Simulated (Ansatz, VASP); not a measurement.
**One calculation of Ta, two programs**

```
Ta
1.0
    -1.63477    1.63477    1.65128
     1.63477   -1.63477    1.65128
     1.63477    1.63477   -1.65128
Ta
1
Direct
  0.00000 0.00000 0.00000
```

Change from the starting cell: x and y stretched by -1 %, z held.

Alike in both runs: task single point; functional PBE; k mesh 15 × 15 × 15; occupations fermi-dirac, width 0.05 eV; no spin polarisation.

```csv
,VASP,Ansatz
version,VASP 6.6.1,Ansatz 0.2.0
potentials or method,"VASP PAW PBE potentials, release 64 (Ta_pv), cutoff 500 eV","all-electron LAPW, scalar-relativistic"
```

VASP gave:

```
pressure (GPa)                                                : 7.3
traceless stress, the component that is largest in VASP (GPa) : -0.88
```

Task: What did Ansatz give for the same quantities?

Result: Pressure (GPa): 7.1; traceless stress, the component that is largest in VASP (GPa): -0.88.

Ansatz ran all-electron here, and VASP with PAW potentials.

Neither program's run includes spin-orbit coupling.
